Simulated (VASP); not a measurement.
Write the native input for VASP 6.6.1 that does the following.

```yaml
Task: single point
Functional: PBE
Potentials_or_basis: VASP PAW PBE potentials, release 64 (Hg)
Cutoff: 520 eV
k_mesh: 9 × 9 × 9
Occupations: fermi-dirac, width 0.1 eV
Spin: no spin polarisation
Dipole_correction: no
Further_INCAR_settings: ALGO = Normal; EDIFF = 1e-06; NBANDS = 12
```

The structure of Hg lies in POSCAR:

```
Hg
1.0
   -1.9129580000      1.8560820000      1.9214850000
    1.8750080000     -1.8958070000      1.9232230000
    1.8916120000      1.8744610000     -1.9603790000
Hg
1
Direct
    0.4987490000      0.4934840000     -0.0048490000
```

These files were run (other wordings do the same):

INCAR

```
SYSTEM = Hg
  ALGO = Normal
  EDIFF = 1E-6
  ENCUT = 520
  GGA = PE
  ISIF = 2
  ISMEAR = -1
  LASPH = .True.
  LCHARG = .False.
  LREAL = .False.
  LWAVE = .False.
  NBANDS = 12
  NELM = 60
  PREC = Accurate
  SIGMA = 0.1
```

KPOINTS

```
k-points
0
Gamma
  9 9 9
  0 0 0
```

Potentials or basis: VASP PAW PBE potentials, release 64 (Hg).

The run is started by

```sh
$ cat potpaw_PBE.64/Hg/POTCAR > POTCAR
$ mpirun -np 1 vasp_std > vasp.out
```

It gave:

* Pressure: 1.2 GPa
* Band gap on the k mesh: zero (bands 6 and 7 overlap by 1.85 eV)

Caveat: spin-orbit coupling is left out, which moves the levels of the heavy elements.

It took 37 s on 1 thread of AMD EPYC 9R45 96-Core Processor (Zen 5) (shared host), peak memory 0.2 GiB.
